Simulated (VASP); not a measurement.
# TePb (F-43m) in VASP: notebook

Runs on TePb. Level: PBE. Tasks: single point.

Program: VASP 6.6.1. These are calculated values, not measurements. Logs are shortened: lines on timing, memory, paths and dates and some standing lists are left out, and cuts for length are marked.

## Step 1: The cell of the first run

It takes space group F-43m (No. 216, cubic). The conventional cell has a = 7.283 Å, b = 7.283 Å, c = 7.283 Å, α = 90.00°, β = 90.00°, γ = 90.00°. Within 4.1 Å of Pb (site symmetry -43m) lie 4 Te at 3.15 Å. Within 4.1 Å of Te (site symmetry -43m) lie 4 Pb at 3.15 Å.

## Step 2: Single point, PBE

Input file INCAR:

```
SYSTEM = TePb
  ALGO = Normal
  EDIFF = 1E-6
  ENCUT = 500
  GGA = PE
  GGA_COMPAT = .FALSE.
  ISIF = 2
  ISMEAR = 1
  LASPH = .TRUE.
  LCHARG = .TRUE.
  LELF = .TRUE.
  LREAL = .FALSE.
  LVHAR = .TRUE.
  LWAVE = .FALSE.
  NBANDS = 17
  NELM = 120
  PREC = Accurate
  SIGMA = 0.001
```

Input file KPOINTS:

```
k-points
0
G
  4 4 4
  0 0 0
```

Input file POSCAR:

```
TePb
1.0
    0.0000000000      3.6414940692      3.6414940692
    3.6414940692      0.0000000000      3.6414940692
    3.6414940692      3.6414940692      0.0000000000
Pb Te
1 1
Direct
    0.0000000000      0.0000000000      0.0000000000
    0.2500000000      0.2500000000      0.2500000000
```

Potentials or basis: VASP PAW PBE potentials, release 64 (Pb_d, Te).

On the command line:

```
$ cat potpaw_PBE.64/Pb_d/POTCAR potpaw_PBE.64/Te/POTCAR > POTCAR
$ mpirun -np 1 vasp_std > vasp.out
```

OUTCAR:

```text
SYSTEM = TePb
   EDIFF = 1E-6
   ENCUT = 500
   GGA = PE
   ISIF = 2
   ISMEAR = 1
   LASPH = .TRUE.
   LREAL = .FALSE.
   NELM = 120
   PREC = Accurate

 ion  position               nearest neighbor table
   1  0.000  0.000  0.000-   2 3.15   2 3.15   2 3.15   2 3.15
   2  0.250  0.250  0.250-   1 3.15   1 3.15   1 3.15   1 3.15

  LATTYP: Found a face centered cubic cell.
 ALAT       =     7.2829881384

  Lattice vectors:

 A1 = (   0.0000000000,   3.6414940692,   3.6414940692)
 A2 = (   3.6414940692,   0.0000000000,   3.6414940692)
 A3 = (   3.6414940692,   3.6414940692,   0.0000000000)

Analysis of symmetry for initial positions (statically):
=====================================================================
 Subroutine PRICEL returns:
 Original cell was already a primitive cell.

 Routine SETGRP: Setting up the symmetry group for a
 face centered cubic supercell.

 Subroutine GETGRP returns: Found 24 space group operations
 (whereof 24 operations were pure point group operations)
 out of a pool of 48 trial point group operations.

The static configuration has the point symmetry T_d .

Analysis of symmetry for dynamics (positions and initial velocities):
=====================================================================
 Subroutine PRICEL returns:
 Original cell was already a primitive cell.

 Routine SETGRP: Setting up the symmetry group for a
 face centered cubic supercell.

 Subroutine GETGRP returns: Found 24 space group operations
 (whereof 24 operations were pure point group operations)
 out of a pool of 48 trial point group operations.

The dynamic configuration has the point symmetry T_d .

 Subroutine INISYM returns: Found 24 space group operations
 (whereof 24 operations are pure point group operations),
 and found     1 'primitive' translations

----------------------------------------------------------------------------------------

                                     Primitive cell

  volume of cell :      96.5759

  direct lattice vectors                    reciprocal lattice vectors
     0.000000000  3.641494069  3.641494069    -0.137306279  0.137306279  0.137306279
     3.641494069  0.000000000  3.641494069     0.137306279 -0.137306279  0.137306279
     3.641494069  3.641494069  0.000000000     0.137306279  0.137306279 -0.137306279

  length of vectors
     5.149850300  5.149850300  5.149850300     0.237821451  0.237821451  0.237821451

  position of ions in fractional coordinates (direct lattice)
     0.000000000  0.000000000  0.000000000
     0.250000000  0.250000000  0.250000000

  ion indices of the primitive-cell ions
   primitive index   ion index
                 1           1
                 2           2

----------------------------------------------------------------------------------------

 KPOINTS: k-points

Automatic generation of k-mesh.
 Grid dimensions read from file:
 generate k-points for:    4    4    4

 Generating k-lattice:

  Cartesian coordinates                     Fractional coordinates (reciprocal lattice)
    -0.034326570  0.034326570  0.034326570     0.250000000  0.000000000  0.000000000
     0.034326570 -0.034326570  0.034326570     0.000000000  0.250000000  0.000000000
     0.034326570  0.034326570 -0.034326570     0.000000000  0.000000000  0.250000000

  Length of vectors
     0.059455363  0.059455363  0.059455363

  Shift w.r.t. Gamma in fractional coordinates (k-lattice)
     0.000000000  0.000000000  0.000000000

 Subroutine IBZKPT returns following result:
 ===========================================

 Found      8 irreducible k-points:

 Following reciprocal coordinates:
            Coordinates               Weight
  0.000000  0.000000  0.000000      1.000000
  0.250000  0.000000  0.000000      8.000000
  0.500000  0.000000  0.000000      4.000000
  0.250000  0.250000  0.000000      6.000000
  0.500000  0.250000  0.000000     24.000000
 -0.250000  0.250000  0.000000     12.000000
  0.500000  0.500000  0.000000      3.000000
 -0.250000  0.500000  0.250000      6.000000
   k-points           NKPTS =      8   k-points in BZ     NKDIM =      8   number of bands    NBANDS=     17
   number of dos      NEDOS =    301   number of ions     NIONS =      2
   total plane-waves  NPLWV =  64000
   dimension x,y,z NGX =    40 NGY =   40 NGZ =   40
   dimension x,y,z NGXF=    80 NGYF=   80 NGZF=   80
   ions per type =               1   1
   NGX,Y,Z   is equivalent  to a cutoff of  12.91, 12.91, 12.91 a.u.
   NGXF,Y,Z  is equivalent  to a cutoff of  25.83, 25.83, 25.83 a.u.
 SYSTEM =  TePb
   PREC   = accura    normal or accurate (medium, high low for compatibility)
   ISTART =      0    job   : 0-new  1-cont  2-samecut
   ICHARG =      2    charge: 1-file 2-atom 10-const
   ISPIN  =      1    spin polarized calculation?
   LNONCOLLINEAR =      F non collinear calculations
   LSORBIT =      F    spin-orbit coupling
   LASPH  =      T    aspherical Exc in radial PAW
   ENCUT  =  500.0 eV  36.75 Ry    6.06 a.u.   9.39  9.39  9.39*2*pi/ulx,y,z
   NELM   =    120;   NELMIN=  2; NELMDL= -5     # of ELM steps
   EDIFF  = 0.1E-05   stopping-criterion for ELM
   LREAL  =      F    real-space projection
   EDIFFG = 0.1E-04   stopping-criterion for IOM
   NSW    =      0    number of steps for IOM
   IBRION =     -1    ionic relax: 0-MD 1-quasi-New 2-CG
   NFREE  =      0    steps in history (QN), initial steepest desc. (CG)
   ISIF   =      2    stress and relaxation
   ISYM   =      2    0-nonsym 1-usesym 2-fastsym
   POTIM  = 0.5000    time-step for ionic-motion
   TEBEG  =    0.0;   TEEND  =   0.0 temperature during run
   PSTRESS=    0.0 pullay stress
   NELECT =      20.0000    total number of electrons
   NUPDOWN=      -1.0000    fix difference up-down
   EMIN   =  10.00;   EMAX   =-10.00  energy-range for DOS
   EFERMI =   0.00;   METHOD = LEGACY
   ISMEAR =     1;   SIGMA  =   0.00  broadening in eV -4-tet -1-fermi 0-gaus
   EFERMI_NEDOS =   21; number of points for ismear=-14 and -15
   IALGO  =     38    algorithm
   IMIX   =      4    mixing-type and parameters
     AMIX     =   0.40;   BMIX     =  1.00
     AMIX_MAG =   1.60;   BMIX_MAG =  1.00
  volume/ion in A,a.u.               =      48.29       325.86
  Fermi-wavevector in a.u.,A,eV,Ry     =   0.968565  1.830322 12.763860  0.938117
  Thomas-Fermi vector in A             =   2.098544
   LORBIT       =      0    0 simple, 1 ext, 2 COOP (PROOUT), +10 PAW based schemes
   GGA     = PE    functional components
   LHFCALC =     F    Hartree Fock is set to
   AEXX    =    0.0000 exact exchange contribution
   IVDW    =     0    specifies the selected vdW correction
   LEPSILON=     F    determine dielectric tensor
   LRPA    =     F    only Hartree local field effects (RPA)
 non-spin polarized calculation
 Methfessel and Paxton  Order N= 1 SIGMA  =   0.00
  energy-cutoff  :      500.00
  volume of cell :       96.58
 maximum number of plane-waves:      2477
 NGX is ok and might be reduce to    40
   NGX = 19   NGY = 19   NGZ = 19

 number of electron      20.0000000 magnetization

 Free energy of the ion-electron system (eV)
  ---------------------------------------------------
  ext. energy  EPLUGINS =         0.00000000
  ---------------------------------------------------
  free energy    TOTEN  =        -7.15066597 eV

  energy without entropy =       -7.15066597  energy(sigma->0) =       -7.15066597

 E-fermi :   2.8027     XC(G=0):  -7.4501

 val. band max:        2.7955144204   @ k =  -0.2500   0.5000   0.2500
 cond. band min:       3.3840413915   @ k =   0.5000   0.5000   0.0000
 fundamental gap:      0.5885269712
 Fermi energy:         2.8027459067

 k-point     1 :       0.0000    0.0000    0.0000
  band No.  band energies     occupation
      1     -14.1517      2.00000
      2     -14.1517      2.00000
      3     -14.1517      2.00000
      4     -14.1282      2.00000
      5     -14.1282      2.00000
      6      -8.5934      2.00000
[... 9 lines left out ...]
     16       9.8500      0.00000
     17      10.7462      0.00000

 k-point     2 :       0.2500    0.0000    0.0000
  band No.  band energies     occupation
      1     -14.1563      2.00000
      2     -14.1493      2.00000
      3     -14.1493      2.00000
      4     -14.1281      2.00000
      5     -14.1281      2.00000
      6      -8.2934      2.00000
[... 9 lines left out ...]
     16       9.2032      0.00000
     17      10.2726      0.00000

 k-point     3 :       0.5000    0.0000    0.0000
  band No.  band energies     occupation
      1     -14.1610      2.00000
      2     -14.1472      2.00000
      3     -14.1472      2.00000
      4     -14.1275      2.00000
      5     -14.1275      2.00000
      6      -7.8835      2.00000
[... 9 lines left out ...]
     16      10.1268      0.00000
     17      10.1268      0.00000

 k-point     4 :       0.2500    0.2500    0.0000
  band No.  band energies     occupation
      1     -14.1608      2.00000
      2     -14.1467      2.00000
      3     -14.1467      2.00000
      4     -14.1297      2.00000
      5     -14.1269      2.00000
      6      -8.1812      2.00000
[... 9 lines left out ...]
     16      10.3676      0.00000
     17      12.0021      0.00000

 k-point     5 :       0.5000    0.2500    0.0000
  band No.  band energies     occupation
      1     -14.1646      2.00000
      2     -14.1451      2.00000
      3     -14.1443      2.00000
      4     -14.1295      2.00000
      5     -14.1266      2.00000
      6      -7.7279      2.00000
[... 9 lines left out ...]
     16      10.4087      0.00000
     17      11.0796      0.00000

 k-point     6 :      -0.2500    0.2500    0.0000
  band No.  band energies     occupation
      1     -14.1614      2.00000
      2     -14.1465      2.00000
      3     -14.1464      2.00000
      4     -14.1282      2.00000
      5     -14.1278      2.00000
      6      -7.8978      2.00000
[... 9 lines left out ...]
     16      10.0216      0.00000
     17      11.0859      0.00000

 k-point     7 :       0.5000    0.5000    0.0000
  band No.  band energies     occupation
      1     -14.1696      2.00000
      2     -14.1417      2.00000
      3     -14.1417      2.00000
      4     -14.1313      2.00000
      5     -14.1255      2.00000
      6      -7.5261      2.00000
[... 9 lines left out ...]
     16      11.3713      0.00000
     17      11.4680      0.00000

 k-point     8 :      -0.2500    0.5000    0.2500
  band No.  band energies     occupation
      1     -14.1660      2.00000
      2     -14.1455      2.00000
      3     -14.1419      2.00000
      4     -14.1296      2.00000
      5     -14.1269      2.00000
      6      -7.5220      2.00000
[... 9 lines left out ...]
     16      10.9912      0.00000
     17      11.1678      0.00000

------------------------ aborting loop because EDIFF is reached ----------------------------------------

  FORCE on cell =-STRESS in cart. coord.  units (eV):
  Direction    XX          YY          ZZ          XY          YZ          ZX
  --------------------------------------------------------------------------------------
  -------------------------------------------------------------------------------------
  Total        0.2765269      0.2765269      0.2765269      0.0000000     -0.0000000      0.0000000
  in kB        4.5875330      4.5875330      4.5875330      0.0000000     -0.0000000      0.0000000
  external PRESSURE =       4.5875330 kB  Pullay stress =       0.0000000 kB

 VOLUME and BASIS-vectors are now :
 -----------------------------------------------------------------------------
  energy-cutoff  :      500.00
  volume of cell :       96.58
      direct lattice vectors                 reciprocal lattice vectors
     0.000000000  3.641494069  3.641494069    -0.137306279  0.137306279  0.137306279
     3.641494069  0.000000000  3.641494069     0.137306279 -0.137306279  0.137306279
     3.641494069  3.641494069  0.000000000     0.137306279  0.137306279 -0.137306279

 POSITION                                       TOTAL-FORCE (eV/Angst)
 -----------------------------------------------------------------------------------
      0.00000      0.00000      0.00000        -0.000000     -0.000000     -0.000000
      1.82075      1.82075      1.82075         0.000000      0.000000      0.000000
 -----------------------------------------------------------------------------------
    total drift:                                0.000000      0.000000      0.000000

  FREE ENERGIE OF THE ION-ELECTRON SYSTEM (eV)
  ---------------------------------------------------
  free  energy   TOTEN  =        -7.1506659744 eV

  energy  without entropy=       -7.1506659744  energy(sigma->0) =       -7.15066597
```

Wall time 35 s (1 thread of AMD EPYC 9R45, shared host); peak memory 0.2 GiB.

What came out:

| Quantity | Value |
| --- | --- |
| Free energy | -7.1507 eV |
| Pressure | 0.5 GPa |
| Band gap on the k mesh | 0.59 eV, indirect (least direct gap 1.19 eV) |

Caveat: spin-orbit coupling is left out, which moves the levels of the heavy elements.

## Step 3: Single point, PBE

Input file INCAR:

```
SYSTEM = TePb
ALGO = Normal ; EDIFF = 1E-6
ENCUT = 500 ; GGA = PE
GGA_COMPAT = .FALSE. ; ISIF = 2
ISMEAR = -5 ; LASPH = .TRUE.
LCHARG = .TRUE. ; LELF = .TRUE.
LREAL = .FALSE. ; LVHAR = .TRUE.
LWAVE = .FALSE. ; NBANDS = 17
NELM = 120 ; PREC = Accurate
SIGMA = 0.1
```

KPOINTS is that of step 2.

POSCAR is that of step 2.

Potentials or basis: VASP PAW PBE potentials, release 64 (Pb_d, Te).

On the command line:

```
$ cat potpaw_PBE.64/Pb_d/POTCAR potpaw_PBE.64/Te/POTCAR > POTCAR
$ mpirun -np 1 vasp_std > vasp.out
```

Wall time 31 s (1 thread of AMD EPYC 9R45, shared host); peak memory 0.21 GiB.

It converged, with:

| Quantity | Value |
| --- | --- |
| Free energy | -7.1507 eV |
| Pressure | 0.5 GPa |
| Band gap on the k mesh | 0.59 eV, indirect (least direct gap 1.19 eV) |

Levels at points of the mesh, in eV from the valence-band top:
```
           k point  band 8  band 9  band 10  band 11  band 12  band 13
(0.00, 0.00, 0.00)   -1.46   -1.46    -1.46     1.52     1.52     1.52
(0.50, 0.00, 0.00)   -2.01   -2.01    -1.94     2.33     2.33     3.72
(0.50, 0.50, 0.00)   -2.68   -2.68    -0.60     0.59     4.39     4.39
```

Caveat: spin-orbit coupling is left out, which moves the levels of the heavy elements.
